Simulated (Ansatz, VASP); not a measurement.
One calculation of CaB6, two programs

```
CELL_PARAMETERS angstrom
4.12734 0.00000 0.00000
0.00000 4.12734 0.00000
0.00000 0.00000 4.12734
ATOMIC_POSITIONS crystal
Ca 0.50000 0.50000 0.50000
B 0.00000 0.00000 0.29838
B 0.00000 0.00000 0.70162
B 0.29838 0.00000 0.00000
B 0.70162 0.00000 0.00000
B 0.00000 0.29838 0.00000
B 0.00000 0.70162 0.00000
```

Alike in both runs: functional PBEsol; k mesh 10 × 10 × 10; occupations gaussian, width 0.1 eV; no spin polarisation.

Ansatz relaxed the structure, and its values are those at the end. VASP's run is a single point on that final structure, the one shown.

|  | VASP | Ansatz |
| --- | --- | --- |
| version | VASP 6.6.1 | Ansatz 0.2.0 |
| potentials or method | VASP PAW PBE potentials, release 64 (Ca_sv, B), cutoff 520 eV | scalar-relativistic, plane waves, PAW |
| valence electrons in the cell | 28 | 28 |

Ansatz gave:

| Item | Value |
| --- | --- |
| gap on the k mesh at the Fermi level (eV) | 0.04 |
| least direct gap on the mesh (eV) | 0.04 |
| pressure (GPa) | 0.0 |
| rms of the force components (eV/Å) | 0.000 |

Q: Which values does VASP return?

A: gap on the k mesh at the Fermi level (eV): 0.04; least direct gap on the mesh (eV): 0.04; pressure (GPa): 0.3; rms of the force components (eV/Å): 0.017.

VASP's potentials were made for PBE, not for PBEsol.
